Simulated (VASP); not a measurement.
# SiO2 (P4_2/mnm) in VASP: notebook, part 3 of 3

VASP 6.6.1.

## Step 5: Single point, LDA

This run uses another cell than the first one, of 7.02 Å³/atom, 1.012 times its volume.

INCAR reads:

```
SYSTEM = SiO2
ALGO = Normal ; EDIFF = 1E-6
ENCUT = 520 ; ISIF = 2
ISMEAR = 0 ; LASPH = .TRUE.
LCHARG = .TRUE. ; LELF = .TRUE.
LREAL = .FALSE. ; LVHAR = .TRUE.
LWAVE = .FALSE. ; NBANDS = 25
NELM = 60 ; PREC = Accurate
SIGMA = 0.05
```

KPOINTS reads:

```
k-points
0
G
  6 6 8
  0 0 0
```

POSCAR reads:

```
SiO2
1.0
    4.1302000000      0.0000000000      0.0000000000
    0.0000000000      4.1302000000      0.0000000000
    0.0000000000      0.0000000000      2.4697000000
Si O
2 4
Direct
    0.5000000000      0.5000000000      0.5000000000
    0.0000000000      0.0000000000      0.0000000000
    0.6944252994      0.6944252994      0.0000000000
    0.1944252994      0.8055747006      0.5000000000
    0.3055747006      0.3055747006      0.0000000000
    0.8055747006      0.1944252994      0.5000000000
```

Potentials or basis: VASP PAW LDA potentials, release 64 (Si, O).

Launch:

```sh
$ cat potpaw_LDA.64/Si/POTCAR potpaw_LDA.64/O/POTCAR > POTCAR
$ mpirun -np 1 vasp_std > vasp.out
```

OUTCAR:

```text
SYSTEM = SiO2
   EDIFF = 1E-6
   ENCUT = 520
   ISIF = 2
   ISMEAR = 0
   LASPH = .TRUE.
   LREAL = .FALSE.
   NELM = 60
   PREC = Accurate

 ion  position               nearest neighbor table
   1  0.500  0.500  0.500-   3 1.68   5 1.68   3 1.68   5 1.68   4 1.78   6 1.78
   2  0.000  0.000  0.000-   4 1.68   6 1.68   4 1.68   6 1.68   5 1.78   3 1.78
   3  0.694  0.694  0.000-   1 1.68   1 1.68   2 1.78
   4  0.194  0.806  0.500-   2 1.68   2 1.68   1 1.78
   5  0.306  0.306  0.000-   1 1.68   1 1.68   2 1.78
   6  0.806  0.194  0.500-   2 1.68   2 1.68   1 1.78

  LATTYP: Found a simple tetragonal cell.
 ALAT       =     4.1302000000
 C/A-ratio  =     0.5979613578

  Lattice vectors:

 A1 = (   4.1302000000,   0.0000000000,   0.0000000000)
 A2 = (   0.0000000000,   4.1302000000,   0.0000000000)
 A3 = (   0.0000000000,   0.0000000000,   2.4697000000)

Analysis of symmetry for initial positions (statically):
=====================================================================
 Subroutine PRICEL returns:
 Original cell was already a primitive cell.

 Routine SETGRP: Setting up the symmetry group for a
 simple tetragonal supercell.

 Subroutine GETGRP returns: Found 16 space group operations
 (whereof  8 operations were pure point group operations)
 out of a pool of 16 trial point group operations.

The static configuration has the point symmetry D_2h.
 The point group associated with its full space group is D_4h.

Analysis of symmetry for dynamics (positions and initial velocities):
=====================================================================
 Subroutine PRICEL returns:
 Original cell was already a primitive cell.

 Routine SETGRP: Setting up the symmetry group for a
 simple tetragonal supercell.

 Subroutine GETGRP returns: Found 16 space group operations
 (whereof  8 operations were pure point group operations)
 out of a pool of 16 trial point group operations.

The dynamic configuration has the point symmetry D_2h.
 The point group associated with its full space group is D_4h.

 Subroutine INISYM returns: Found 16 space group operations
[... 125 lines left out ...]
     AMIX_MAG =   1.60;   BMIX_MAG =  1.00
  volume/ion in A,a.u.               =       7.02        47.38
  Fermi-wavevector in a.u.,A,eV,Ry     =   1.493698  2.822679 30.356403  2.231133
  Thomas-Fermi vector in A             =   2.606065
   LORBIT       =      0    0 simple, 1 ext, 2 COOP (PROOUT), +10 PAW based schemes
   GGA     = CA    functional components
   LHFCALC =     F    Hartree Fock is set to
   AEXX    =    0.0000 exact exchange contribution
   IVDW    =     0    specifies the selected vdW correction
   LEPSILON=     F    determine dielectric tensor
   LRPA    =     F    only Hartree local field effects (RPA)
 non-spin polarized calculation
 Gauss-broadening in eV      SIGMA  =   0.05
  energy-cutoff  :      520.00
  volume of cell :       42.13
 maximum number of plane-waves:      1153
 NGX is ok and might be reduce to    32
   NGX = 15   NGY = 15   NGZ =  9

 number of electron      31.9999963 magnetization

 Free energy of the ion-electron system (eV)
  ---------------------------------------------------
  ext. energy  EPLUGINS =         0.00000000
  ---------------------------------------------------
  free energy    TOTEN  =       -51.18492241 eV

  energy without entropy =      -51.18492241  energy(sigma->0) =      -51.18492241

 E-fermi :   9.7302     XC(G=0): -13.2296

 val. band max:        9.4120945197   @ k =   0.0000   0.0000   0.0000
 cond. band min:      17.0365802038   @ k =   0.0000   0.0000   0.0000
 fundamental gap:      7.6244856841
 Fermi energy:         9.7301799781

 k-point     1 :       0.0000    0.0000    0.0000
  band No.  band energies     occupation
      1     -14.1159      2.00000
      2     -10.0105      2.00000
      3     -10.0105      2.00000
      4      -9.8757      2.00000
      5      -2.0842      2.00000
      6       1.9882      2.00000
[... 661 lines left out ...]
     24      23.5093      0.00000
     25      24.1320      0.00000

 [... further k-points ...]
[... 5 lines left out ...]
  --------------------------------------------------------------------------------------
  -------------------------------------------------------------------------------------
  Total        6.3270579      6.3270579     20.1054084     -0.0000000      0.0000000      0.0000000
  in kB      240.6168431    240.6168431    764.6049678     -0.0000000      0.0000000      0.0000000
  external PRESSURE =     415.2795513 kB  Pullay stress =       0.0000000 kB

 VOLUME and BASIS-vectors are now :
 -----------------------------------------------------------------------------
  energy-cutoff  :      520.00
  volume of cell :       42.13
      direct lattice vectors                 reciprocal lattice vectors
     4.130200000  0.000000000  0.000000000     0.242119026  0.000000000  0.000000000
     0.000000000  4.130200000  0.000000000     0.000000000  0.242119026  0.000000000
     0.000000000  0.000000000  2.469700000     0.000000000  0.000000000  0.404907479

 POSITION                                       TOTAL-FORCE (eV/Angst)
 -----------------------------------------------------------------------------------
      2.06510      2.06510      1.23485         0.000000      0.000000     -0.000000
      0.00000      0.00000      0.00000         0.000000      0.000000     -0.000000
      2.86812      2.86812      0.00000         0.398937      0.398937      0.000000
      0.80302      3.32718      1.23485         0.398937     -0.398937     -0.000000
      1.26208      1.26208      0.00000        -0.398937     -0.398937     -0.000000
      3.32718      0.80302      1.23485        -0.398937      0.398937      0.000000
 -----------------------------------------------------------------------------------
    total drift:                                0.000000      0.000000     -0.000000

  FREE ENERGIE OF THE ION-ELECTRON SYSTEM (eV)
  ---------------------------------------------------
  free  energy   TOTEN  =       -51.1849224068 eV

  energy  without entropy=      -51.1849224068  energy(sigma->0) =      -51.18492241
```

OSZICAR:

```text
N       E                     dE             d eps       ncg     rms          rms(c)
DAV:   1     0.128560234660E+03    0.12856E+03   -0.17875E+04  2524   0.124E+03
DAV:   2    -0.502111901856E+02   -0.17877E+03   -0.17241E+03  3098   0.287E+02
DAV:   3    -0.564145222436E+02   -0.62033E+01   -0.61788E+01  3369   0.511E+01
DAV:   4    -0.564523271049E+02   -0.37805E-01   -0.37796E-01  2909   0.462E+00
DAV:   5    -0.564526107938E+02   -0.28369E-03   -0.28366E-03  3371   0.375E-01    0.207E+01
DAV:   6    -0.513070244259E+02    0.51456E+01   -0.13511E+01  3188   0.251E+01    0.103E+01
DAV:   7    -0.512232983133E+02    0.83726E-01   -0.10143E+00  3169   0.587E+00    0.345E+00
DAV:   8    -0.511903351748E+02    0.32963E-01   -0.46881E-02  3101   0.173E+00    0.108E+00
DAV:   9    -0.511849821685E+02    0.53530E-02   -0.87260E-03  3255   0.664E-01    0.199E-01
DAV:  10    -0.511849175852E+02    0.64583E-04   -0.47475E-04  3100   0.157E-01    0.573E-02
DAV:  11    -0.511849224383E+02   -0.48531E-05   -0.24376E-05  3228   0.339E-02    0.255E-02
DAV:  12    -0.511849224068E+02    0.31431E-07   -0.40397E-06  3010   0.142E-02
   1 F= -.51184922E+02 E0= -.51184922E+02  d E =-.259730E-21
```

Run time: 15 s. Hardware: 1 thread of Intel Xeon Platinum 8559C (Emerald Rapids), shared host; peak memory 0.15 GiB.

What came out:

| Item | Value |
| --- | --- |
| Free energy | -51.1849 eV |
| Pressure | 41.5 GPa |
| Largest force | 0.564 eV/Å |
| Band gap on the k mesh | 7.62 eV, direct |

Forces in eV/Å, atoms in the order of the input:
```
Si   0.000  0.000  0.000
Si   0.000  0.000  0.000
O    0.399  0.399  0.000
O    0.399 -0.399  0.000
O   -0.399 -0.399  0.000
O   -0.399  0.399  0.000
```

Stress tensor (GPa, compression positive):
```
24.06  0.00  0.00
 0.00 24.06  0.00
 0.00  0.00 76.46
```

A k mesh can miss the band edges. A hybrid or GW would open this gap; LDA tends to underestimate it.

## Step 6: The runs side by side

| cell | gap on the mesh (eV) | pressure (GPa) | largest force (eV/Å) |
| --- | --- | --- | --- |
| a = 4.105, b = 4.105, c = 2.470 Å, 6 atoms | 7.87 | 47.1 | 0.71 |
| a = 4.180, b = 4.180, c = 2.406 Å, 6 atoms | 7.59 | 46.6 | 0.50 |
| a = 4.055, b = 4.055, c = 2.534 Å, 6 atoms | 7.17 | 43.4 | 0.74 |
| a = 4.130, b = 4.130, c = 2.470 Å, 6 atoms | 7.62 | 41.5 | 0.56 |

Alike in all rows: task single point; level LDA; potentials or basis VASP PAW LDA potentials, release 64 (Si, O); no spin polarisation; k mesh 6 × 6 × 8; cutoff (eV) 520; smearing gaussian 0.05 eV.

Total energies depend on the potentials used, so only differences within one code and one set of settings carry meaning.
